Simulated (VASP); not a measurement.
## KPt2C6N6: single point with PBE

Crystal: KPt2C6N6.

```
K Pt C N
1.0
     0.00000    5.09450    5.09450
     5.09450    0.00000    5.09450
     5.09450    5.09450    0.00000
K Pt C N
1 2 6 6
Direct
  0.75000 0.75000 0.75000
  0.00000 0.00000 0.00000
  0.50000 0.50000 0.50000
  0.81186 0.18814 0.18814
  0.18814 0.18814 0.81186
  0.81186 0.18814 0.81186
  0.18814 0.81186 0.81186
  0.81186 0.81186 0.18814
  0.18814 0.81186 0.18814
  0.69703 0.30297 0.30297
  0.30297 0.30297 0.69703
  0.69703 0.30297 0.69703
  0.30297 0.69703 0.69703
  0.69703 0.69703 0.30297
  0.30297 0.69703 0.30297
```

```yaml
Program: VASP 6.6.1
Task: single point
Functional: PBE
Potentials_or_basis: VASP PAW PBE potentials, release 64 (K_sv, Pt_sv_GW, C, N)
Cutoff: 600 eV
k_mesh: 4 × 4 × 4
Occupations: gaussian, width 0.1 eV
Spin: no spin polarisation
```

```json
{
 "Pressure": "18.7 GPa",
 "Largest force": "2.320 eV/Å",
 "Band gap on the k mesh": "zero (an odd number of electrons rules out a gap without spin polarisation)"
}
```

Forces on the atoms (eV/Å):
```
K    0.000  0.000  0.000
Pt   0.000  0.000  0.000
Pt   0.000  0.000  0.000
C    2.320  0.000  0.000
C    0.000  0.000  2.320
C    0.000 -2.320  0.000
C   -2.320  0.000  0.000
C    0.000  0.000 -2.320
C    0.000  2.320  0.000
N   -1.686  0.000  0.000
N    0.000  0.000 -1.686
N    0.000  1.686  0.000
N    1.686  0.000  0.000
N    0.000  0.000  1.686
N    0.000 -1.686  0.000
```

Levels at points of the mesh, in eV from the Fermi level:
| k point | band 46 | band 47 | band 48 | band 49 | band 50 | band 51 | band 52 | band 53 | band 54 | band 55 |
| --- | --- | --- | --- | --- | --- | --- | --- | --- | --- | --- |
| (0.00, 0.00, 0.00) | -4.39 | -4.39 | -4.39 | -0.53 | -0.53 | 0.05 | 0.09 | 0.09 | 0.09 | 0.99 |
| (0.50, 0.00, 0.00) | -4.74 | -4.74 | -4.72 | 0.14 | 0.14 | 0.65 | 0.74 | 0.74 | 0.89 | 0.95 |
| (0.50, 0.50, 0.00) | -4.44 | -4.44 | -4.41 | -0.53 | -0.06 | 0.06 | 0.44 | 0.44 | 0.59 | 0.59 |

Wall time 8.3 min on 1 thread of Intel(R) Xeon(R) Platinum 8259CL CPU @ 2.50GHz (Skylake/Cascade Lake), with other jobs on the host, peak memory 0.55 GiB.

Caveat: the cell stands under pressure; spin-orbit coupling is left out, which moves the levels of the heavy elements; forces of over 1 eV/Å act on the atoms, so gaps and moduli don't describe the material at rest.
